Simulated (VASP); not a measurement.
# HgTe (Fm-3m) in VASP: further runs, part 2 of 3

VASP 6.6.1.

## 3. Single point, PBE

Contents of INCAR:

```
PREC = Accurate ; ENCUT = 520
EDIFF = 1E-6 ; ISMEAR = 0
SIGMA = 0.018000000000000002 ; LREAL = False
LASPH = True ; NELM = 60
ALGO = Normal ; ISIF = 2
LWAVE = False ; LCHARG = True
GGA = PE ; LELF = True
LVHAR = True ; NBANDS = 16
```

Contents of KPOINTS:

```
Automatic mesh
0
Gamma
  7 7 7
```

Contents of POSCAR:

```
HgTe
1.0
    0.0000000000      3.1800000000      3.1800000000
    3.1800000000      0.0000000000      3.1800000000
    3.1800000000      3.1800000000      0.0000000000
Hg Te
1 1
Direct
    0.0000000000      0.0000000000      0.0000000000
    0.5000000000      0.5000000000      0.5000000000
```

Potentials or basis: VASP PAW PBE potentials, release 64 (Hg, Te).

Run with:

```console
$ cat potpaw_PBE.64/Hg/POTCAR potpaw_PBE.64/Te/POTCAR > POTCAR
$ mpirun -np 1 vasp_std > vasp.out
```

OUTCAR:

```text
PREC = Accurate
   ENCUT = 520
   EDIFF = 1E-6
   ISMEAR = 0
   LREAL = False
   LASPH = True
   NELM = 60
   ISIF = 2
   GGA = PE

 ion  position               nearest neighbor table
   1  0.000  0.000  0.000-   2 3.18   2 3.18   2 3.18   2 3.18   2 3.18   2 3.18
   2  0.500  0.500  0.500-   1 3.18   1 3.18   1 3.18   1 3.18   1 3.18   1 3.18

  LATTYP: Found a face centered cubic cell.
 ALAT       =     6.3600000000

  Lattice vectors:

 A1 = (   0.0000000000,   3.1800000000,   3.1800000000)
 A2 = (   3.1800000000,   0.0000000000,   3.1800000000)
 A3 = (   3.1800000000,   3.1800000000,   0.0000000000)

Analysis of symmetry for initial positions (statically):
=====================================================================
 Subroutine PRICEL returns:
 Original cell was already a primitive cell.

 Routine SETGRP: Setting up the symmetry group for a
 face centered cubic supercell.

 Subroutine GETGRP returns: Found 48 space group operations
 (whereof 48 operations were pure point group operations)
 out of a pool of 48 trial point group operations.

The static configuration has the point symmetry O_h .

Analysis of symmetry for dynamics (positions and initial velocities):
=====================================================================
 Subroutine PRICEL returns:
 Original cell was already a primitive cell.

 Routine SETGRP: Setting up the symmetry group for a
 face centered cubic supercell.

 Subroutine GETGRP returns: Found 48 space group operations
 (whereof 48 operations were pure point group operations)
 out of a pool of 48 trial point group operations.

The dynamic configuration has the point symmetry O_h .

 Subroutine INISYM returns: Found 48 space group operations
 (whereof 48 operations are pure point group operations),
 and found     1 'primitive' translations

----------------------------------------------------------------------------------------

                                     Primitive cell

  volume of cell :      64.3149

  direct lattice vectors                    reciprocal lattice vectors
     0.000000000  3.180000000  3.180000000    -0.157232704  0.157232704  0.157232704
     3.180000000  0.000000000  3.180000000     0.157232704 -0.157232704  0.157232704
     3.180000000  3.180000000  0.000000000     0.157232704  0.157232704 -0.157232704

  length of vectors
     4.497199128  4.497199128  4.497199128     0.272335033  0.272335033  0.272335033

  position of ions in fractional coordinates (direct lattice)
     0.000000000  0.000000000  0.000000000
     0.500000000  0.500000000  0.500000000

  ion indices of the primitive-cell ions
   primitive index   ion index
                 1           1
                 2           2

----------------------------------------------------------------------------------------

 KPOINTS: Automatic mesh

Automatic generation of k-mesh.
 Grid dimensions read from file:
 generate k-points for:    7    7    7

 Generating k-lattice:

  Cartesian coordinates                     Fractional coordinates (reciprocal lattice)
    -0.022461815  0.022461815  0.022461815     0.142857143  0.000000000  0.000000000
     0.022461815 -0.022461815  0.022461815     0.000000000  0.142857143  0.000000000
     0.022461815  0.022461815 -0.022461815     0.000000000  0.000000000  0.142857143

  Length of vectors
     0.038905005  0.038905005  0.038905005

  Shift w.r.t. Gamma in fractional coordinates (k-lattice)
     0.000000000  0.000000000  0.000000000

 Subroutine IBZKPT returns following result:
 ===========================================

 Found     20 irreducible k-points:

 Following reciprocal coordinates:
            Coordinates               Weight
  0.000000  0.000000  0.000000      1.000000
  0.142857  0.000000  0.000000      8.000000
  0.285714  0.000000  0.000000      8.000000
  0.428571  0.000000  0.000000      8.000000
  0.142857  0.142857  0.000000      6.000000
  0.285714  0.142857  0.000000     24.000000
[... 12 lines left out ...]
 -0.428571  0.428571  0.142857     24.000000
 -0.285714  0.428571  0.142857     24.000000
   k-points           NKPTS =     20   k-points in BZ     NKDIM =     20   number of bands    NBANDS=     16
   number of dos      NEDOS =    301   number of ions     NIONS =      2
   total plane-waves  NPLWV =  46656
   dimension x,y,z NGX =    36 NGY =   36 NGZ =   36
   dimension x,y,z NGXF=    72 NGYF=   72 NGZF=   72
   ions per type =               1   1
   NGX,Y,Z   is equivalent  to a cutoff of  13.31, 13.31, 13.31 a.u.
   NGXF,Y,Z  is equivalent  to a cutoff of  26.62, 26.62, 26.62 a.u.
 SYSTEM =  unknown system
   PREC   = accura    normal or accurate (medium, high low for compatibility)
   ISTART =      0    job   : 0-new  1-cont  2-samecut
   ICHARG =      2    charge: 1-file 2-atom 10-const
   ISPIN  =      1    spin polarized calculation?
   LNONCOLLINEAR =      F non collinear calculations
   LSORBIT =      F    spin-orbit coupling
   LASPH  =      T    aspherical Exc in radial PAW
   ENCUT  =  520.0 eV  38.22 Ry    6.18 a.u.   8.36  8.36  8.36*2*pi/ulx,y,z
   NELM   =     60;   NELMIN=  2; NELMDL= -5     # of ELM steps
   EDIFF  = 0.1E-05   stopping-criterion for ELM
   LREAL  =      F    real-space projection
   EDIFFG = 0.1E-04   stopping-criterion for IOM
   NSW    =      0    number of steps for IOM
   IBRION =     -1    ionic relax: 0-MD 1-quasi-New 2-CG
   NFREE  =      0    steps in history (QN), initial steepest desc. (CG)
   ISIF   =      2    stress and relaxation
   ISYM   =      2    0-nonsym 1-usesym 2-fastsym
   POTIM  = 0.5000    time-step for ionic-motion
   TEBEG  =    0.0;   TEEND  =   0.0 temperature during run
   PSTRESS=    0.0 pullay stress
   NELECT =      18.0000    total number of electrons
   NUPDOWN=      -1.0000    fix difference up-down
   EMIN   =  10.00;   EMAX   =-10.00  energy-range for DOS
   EFERMI =   0.00;   METHOD = LEGACY
   ISMEAR =     0;   SIGMA  =   0.02  broadening in eV -4-tet -1-fermi 0-gaus
   EFERMI_NEDOS =   21; number of points for ismear=-14 and -15
   IALGO  =     38    algorithm
   IMIX   =      4    mixing-type and parameters
     AMIX     =   0.40;   BMIX     =  1.00
     AMIX_MAG =   1.60;   BMIX_MAG =  1.00
  volume/ion in A,a.u.               =      32.16       217.01
  Fermi-wavevector in a.u.,A,eV,Ry     =   1.070850  2.023613 15.602062  1.146719
  Thomas-Fermi vector in A             =   2.206572
   LORBIT       =      0    0 simple, 1 ext, 2 COOP (PROOUT), +10 PAW based schemes
   GGA     = PE    functional components
   LHFCALC =     F    Hartree Fock is set to
   AEXX    =    0.0000 exact exchange contribution
   IVDW    =     0    specifies the selected vdW correction
   LEPSILON=     F    determine dielectric tensor
   LRPA    =     F    only Hartree local field effects (RPA)
 non-spin polarized calculation
 Gauss-broadening in eV      SIGMA  =   0.02
  energy-cutoff  :      520.00
  volume of cell :       64.31
 maximum number of plane-waves:      1759
 NGX is ok and might be reduce to    36
   NGX = 17   NGY = 17   NGZ = 17

 number of electron      17.9999998 magnetization

 Free energy of the ion-electron system (eV)
  ---------------------------------------------------
  ext. energy  EPLUGINS =         0.00000000
  ---------------------------------------------------
  free energy    TOTEN  =        -3.27915541 eV

  energy without entropy =       -3.27887241  energy(sigma->0) =       -3.27901391

 E-fermi :   3.1000     XC(G=0):  -9.2807

 val. band max:        3.0914600779   @ k =  -0.1429   0.1429   0.0000
 cond. band min:       3.1996776769   @ k =   0.4286   0.0000   0.0000
 fundamental gap:      0.1082175991
 Fermi energy:         3.1000449308

 k-point     1 :       0.0000    0.0000    0.0000
  band No.  band energies     occupation
      1      -8.1722      2.00000
      2      -3.1990      2.00000
      3      -3.1990      2.00000
      4      -3.1491      2.00000
      5      -3.1491      2.00000
      6      -3.1491      2.00000
[... 8 lines left out ...]
     15      10.6498      0.00000
     16      10.6498      0.00000
[... 343 lines left out ...]
 k-point    20 :      -0.2857    0.4286    0.1429
  band No.  band energies     occupation
      1      -7.2931      2.00000
      2      -3.3358      2.00000
      3      -3.1833      2.00000
      4      -3.1198      2.00000
      5      -2.9919      2.00000
      6      -2.7817      2.00000
[... 8 lines left out ...]
     15      13.1182      0.00000
     16      15.2424      0.00000

------------------------ aborting loop because EDIFF is reached ----------------------------------------

  FORCE on cell =-STRESS in cart. coord.  units (eV):
  Direction    XX          YY          ZZ          XY          YZ          ZX
  --------------------------------------------------------------------------------------
  -------------------------------------------------------------------------------------
  Total       -1.4832524     -1.4832524     -1.4832524      0.0000000      0.0000000     -0.0000000
  in kB      -36.9499871    -36.9499871    -36.9499871      0.0000000      0.0000000     -0.0000000
  external PRESSURE =     -36.9499871 kB  Pullay stress =       0.0000000 kB

 VOLUME and BASIS-vectors are now :
 -----------------------------------------------------------------------------
  energy-cutoff  :      520.00
  volume of cell :       64.31
      direct lattice vectors                 reciprocal lattice vectors
     0.000000000  3.180000000  3.180000000    -0.157232704  0.157232704  0.157232704
     3.180000000  0.000000000  3.180000000     0.157232704 -0.157232704  0.157232704
     3.180000000  3.180000000  0.000000000     0.157232704  0.157232704 -0.157232704

 POSITION                                       TOTAL-FORCE (eV/Angst)
 -----------------------------------------------------------------------------------
      0.00000      0.00000      0.00000        -0.000000     -0.000000      0.000000
      3.18000      3.18000      3.18000         0.000000      0.000000      0.000000
 -----------------------------------------------------------------------------------
    total drift:                               -0.000000      0.000000      0.000000

  FREE ENERGIE OF THE ION-ELECTRON SYSTEM (eV)
  ---------------------------------------------------
  free  energy   TOTEN  =        -3.2791554149 eV

  energy  without entropy=       -3.2788724084  energy(sigma->0) =       -3.27901391
```

OSZICAR:

```text
N       E                     dE             d eps       ncg     rms          rms(c)
DAV:   1     0.101444255434E+03    0.10144E+03   -0.79847E+03   640   0.980E+02
DAV:   2    -0.425196595754E-01   -0.10149E+03   -0.94050E+02   736   0.220E+02
DAV:   3    -0.343462979295E+01   -0.33921E+01   -0.33836E+01   800   0.425E+01
DAV:   4    -0.346062676628E+01   -0.25997E-01   -0.25996E-01   912   0.337E+00
DAV:   5    -0.346081521513E+01   -0.18845E-03   -0.18845E-03   824   0.217E-01    0.518E+00
DAV:   6    -0.328334672446E+01    0.17747E+00   -0.37127E-01   752   0.700E+00    0.428E+00
DAV:   7    -0.327948787006E+01    0.38589E-02   -0.51269E-02   736   0.152E+00    0.181E+00
DAV:   8    -0.327910031147E+01    0.38756E-03   -0.43549E-03   760   0.699E-01    0.339E-01
DAV:   9    -0.327912613212E+01   -0.25821E-04   -0.46107E-04   800   0.188E-01    0.414E-02
DAV:  10    -0.327914813321E+01   -0.22001E-04   -0.45724E-05   816   0.556E-02    0.290E-02
DAV:  11    -0.327915547915E+01   -0.73459E-05   -0.10234E-05   736   0.214E-02    0.110E-02
DAV:  12    -0.327915541493E+01    0.64225E-07   -0.91583E-07   544   0.691E-03
   1 F= -.32791554E+01 E0= -.32790139E+01  d E =-.283007E-03
```

Run time: 25 s. Hardware: 1 thread of AMD EPYC 9R45 (Zen 5), shared host; peak memory 0.17 GiB.

What came out:

```
Free energy            : -3.2792 eV
Pressure               : -3.7 GPa
Band gap on the k mesh : zero (band 9 reaches 3.25 eV, above the bottom of band 10 at 1.34 eV)
```

Caveat: spin-orbit coupling is left out, which moves the levels of the heavy elements.

## 4. Single point, PBE

Contents of INCAR:

```
SYSTEM = HgTe
ALGO = Normal
EDIFF = 1E-6
ENCUT = 520
GGA = PE
ISIF = 2
ISMEAR = 0
LASPH = .True.
LCHARG = .False.
LREAL = .False.
LWAVE = .False.
NBANDS = 16
NELM = 100
PREC = Accurate
SIGMA = 0.019000000000000003
```

Contents of KPOINTS:

```
k-points
0
Gamma
  7 7 7
  0 0 0
```

POSCAR is that of step 3.

Potentials or basis: VASP PAW PBE potentials, release 64 (Hg, Te).

Run with:

```console
$ cat potpaw_PBE.64/Hg/POTCAR potpaw_PBE.64/Te/POTCAR > POTCAR
$ mpirun -np 1 vasp_std > vasp.out
```

OUTCAR:

```text
SYSTEM = HgTe
   EDIFF = 1E-6
   ENCUT = 520
   GGA = PE
   ISIF = 2
   ISMEAR = 0
   LASPH = .True.
   LREAL = .False.
   NELM = 100
   PREC = Accurate

 ion  position               nearest neighbor table
   1  0.000  0.000  0.000-   2 3.18   2 3.18   2 3.18   2 3.18   2 3.18   2 3.18
   2  0.500  0.500  0.500-   1 3.18   1 3.18   1 3.18   1 3.18   1 3.18   1 3.18

  LATTYP: Found a face centered cubic cell.
 ALAT       =     6.3600000000

  Lattice vectors:

 A1 = (   0.0000000000,   3.1800000000,   3.1800000000)
 A2 = (   3.1800000000,   0.0000000000,   3.1800000000)
 A3 = (   3.1800000000,   3.1800000000,   0.0000000000)

Analysis of symmetry for initial positions (statically):
=====================================================================
 Subroutine PRICEL returns:
 Original cell was already a primitive cell.

 Routine SETGRP: Setting up the symmetry group for a
 face centered cubic supercell.

 Subroutine GETGRP returns: Found 48 space group operations
 (whereof 48 operations were pure point group operations)
 out of a pool of 48 trial point group operations.

The static configuration has the point symmetry O_h .

Analysis of symmetry for dynamics (positions and initial velocities):
=====================================================================
 Subroutine PRICEL returns:
 Original cell was already a primitive cell.

 Routine SETGRP: Setting up the symmetry group for a
 face centered cubic supercell.

 Subroutine GETGRP returns: Found 48 space group operations
 (whereof 48 operations were pure point group operations)
 out of a pool of 48 trial point group operations.

The dynamic configuration has the point symmetry O_h .

 Subroutine INISYM returns: Found 48 space group operations
 (whereof 48 operations are pure point group operations),
 and found     1 'primitive' translations

----------------------------------------------------------------------------------------

[... 106 lines left out ...]
     AMIX     =   0.40;   BMIX     =  1.00
     AMIX_MAG =   1.60;   BMIX_MAG =  1.00
  volume/ion in A,a.u.               =      32.16       217.01
  Fermi-wavevector in a.u.,A,eV,Ry     =   1.070850  2.023613 15.602062  1.146719
  Thomas-Fermi vector in A             =   2.206572
   LORBIT       =      0    0 simple, 1 ext, 2 COOP (PROOUT), +10 PAW based schemes
   GGA     = PE    functional components
   LHFCALC =     F    Hartree Fock is set to
   AEXX    =    0.0000 exact exchange contribution
   IVDW    =     0    specifies the selected vdW correction
   LEPSILON=     F    determine dielectric tensor
   LRPA    =     F    only Hartree local field effects (RPA)
 non-spin polarized calculation
 Gauss-broadening in eV      SIGMA  =   0.02
  energy-cutoff  :      520.00
  volume of cell :       64.31
 maximum number of plane-waves:      1759
 NGX is ok and might be reduce to    36
   NGX = 17   NGY = 17   NGZ = 17

 number of electron      17.9999998 magnetization

 Free energy of the ion-electron system (eV)
  ---------------------------------------------------
  ext. energy  EPLUGINS =         0.00000000
  ---------------------------------------------------
  free energy    TOTEN  =        -3.27917114 eV

  energy without entropy =       -3.27887241  energy(sigma->0) =       -3.27902177

 E-fermi :   3.1005     XC(G=0):  -9.2807

 val. band max:        3.0914598552   @ k =  -0.1429   0.1429   0.0000
 cond. band min:       3.1996774755   @ k =   0.4286   0.0000   0.0000
 fundamental gap:      0.1082176204
 Fermi energy:         3.1005216444

 k-point     1 :       0.0000    0.0000    0.0000
  band No.  band energies     occupation
      1      -8.1722      2.00000
      2      -3.1990      2.00000
      3      -3.1990      2.00000
      4      -3.1491      2.00000
      5      -3.1491      2.00000
      6      -3.1491      2.00000
[... 357 lines left out ...]
      3      -3.1833      2.00000
      4      -3.1198      2.00000
      5      -2.9919      2.00000
      6      -2.7817      2.00000
[... 8 lines left out ...]
     15      13.1182      0.00000
     16      15.2424      0.00000

------------------------ aborting loop because EDIFF is reached ----------------------------------------

  FORCE on cell =-STRESS in cart. coord.  units (eV):
  Direction    XX          YY          ZZ          XY          YZ          ZX
  --------------------------------------------------------------------------------------
  -------------------------------------------------------------------------------------
  Total       -1.4832545     -1.4832545     -1.4832545      0.0000000     -0.0000000      0.0000000
  in kB      -36.9500382    -36.9500382    -36.9500382      0.0000000     -0.0000000      0.0000000
  external PRESSURE =     -36.9500382 kB  Pullay stress =       0.0000000 kB

 VOLUME and BASIS-vectors are now :
 -----------------------------------------------------------------------------
  energy-cutoff  :      520.00
  volume of cell :       64.31
      direct lattice vectors                 reciprocal lattice vectors
     0.000000000  3.180000000  3.180000000    -0.157232704  0.157232704  0.157232704
     3.180000000  0.000000000  3.180000000     0.157232704 -0.157232704  0.157232704
     3.180000000  3.180000000  0.000000000     0.157232704  0.157232704 -0.157232704

 POSITION                                       TOTAL-FORCE (eV/Angst)
 -----------------------------------------------------------------------------------
      0.00000      0.00000      0.00000         0.000000     -0.000000      0.000000
      3.18000      3.18000      3.18000        -0.000000      0.000000     -0.000000
 -----------------------------------------------------------------------------------
    total drift:                               -0.000000      0.000000      0.000000

  FREE ENERGIE OF THE ION-ELECTRON SYSTEM (eV)
  ---------------------------------------------------
  free  energy   TOTEN  =        -3.2791711376 eV

  energy  without entropy=       -3.2788724085  energy(sigma->0) =       -3.27902177
```

It took 22 s on 1 thread of AMD EPYC 9R45 (Zen 5), shared host; peak memory 0.17 GiB.

Results:

```
Free energy            : -3.2792 eV
Pressure               : -3.7 GPa
Band gap on the k mesh : zero (band 9 reaches 3.25 eV, above the bottom of band 10 at 1.34 eV)
```

Caveat: spin-orbit coupling is left out, which moves the levels of the heavy elements.

[end of part 2 of 3]
